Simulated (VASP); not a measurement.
A run of VASP 6.6.1 is set up as follows.

INCAR

```
SYSTEM = Bi
PREC = Accurate ; ENCUT = 520
EDIFF = 1E-7 ; ISMEAR = 1
SIGMA = 0.1 ; LREAL = .FALSE.
LASPH = .TRUE. ; NELM = 60
ALGO = Normal ; ISIF = 2
LWAVE = .FALSE. ; LCHARG = .FALSE.
NBANDS = 14
```

File KPOINTS:

```
Automatic mesh
0
G
  6 6 6
  0 0 0
```

POSCAR

```
Bi
1.0
   -4.2362671526      4.2362671526      1.4494790206
    4.2362671526     -4.2362671526      1.4494790206
    4.2362671526      4.2362671526     -1.4494790206
Bi
1
Direct
    0.0000000000      0.0000000000      0.0000000000
```

Potentials or basis: VASP PAW LDA potentials, release 64 (Bi_d).

The run is started by

```console
$ cat potpaw_LDA.64/Bi_d/POTCAR > POTCAR
$ mpirun -np 1 vasp_std > vasp.out
```

Problem. What does it give for the pressure?

Solution. 0.0 GPa.

Problem. Predict the band gap on the k mesh.

Solution. Zero (an odd number of electrons rules out a gap without spin polarisation).

Stress tensor (GPa, compression positive):
```
-0.14  0.00  0.00
 0.00 -0.14  0.00
 0.00  0.00  0.38
```

Caveat: the k points lie up to 0.38 Å⁻¹ apart, too coarse for converged energies and pressures of a metal; spin-orbit coupling is left out, which moves the levels of the heavy elements.
